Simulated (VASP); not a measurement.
As, 4 atoms in the cell. The cell holds a slab with vacuum, 4 atoms: a = 3.700 Å, b = 4.511 Å, c = 22.405 Å, α = 90.00°, β = 90.00°, γ = 90.00°. 

```yaml
Program: VASP 6.6.1
Task: single point
Functional: PBE
Dispersion: D3(BJ)
Potentials_or_basis: VASP PAW PBE potentials, release 64 (As)
Cutoff: 520 eV
k_mesh: 23 × 19 × 1
Occupations: gaussian, width 0.05 eV
Spin: no spin polarisation
Dipole_correction: yes
Further_INCAR_settings: ALGO = Normal; EDIFF = 1e-07; NBANDS = 18
```

Potentials or basis: VASP PAW PBE potentials, release 64 (As).

Run with:

```bash
$ cat potpaw_PBE.64/As/POTCAR > POTCAR
$ mpirun -np 1 vasp_std > vasp.out
```

Hardware: 1 thread of Intel Xeon 8259CL (shared host).

Problem. How long does it take, and how much memory?

Solution. Run time: 19 min on 1 thread of Intel Xeon 8259CL, on a shared host, peak memory 0.84 GiB. Counts: scf iterations 22, k points 120.
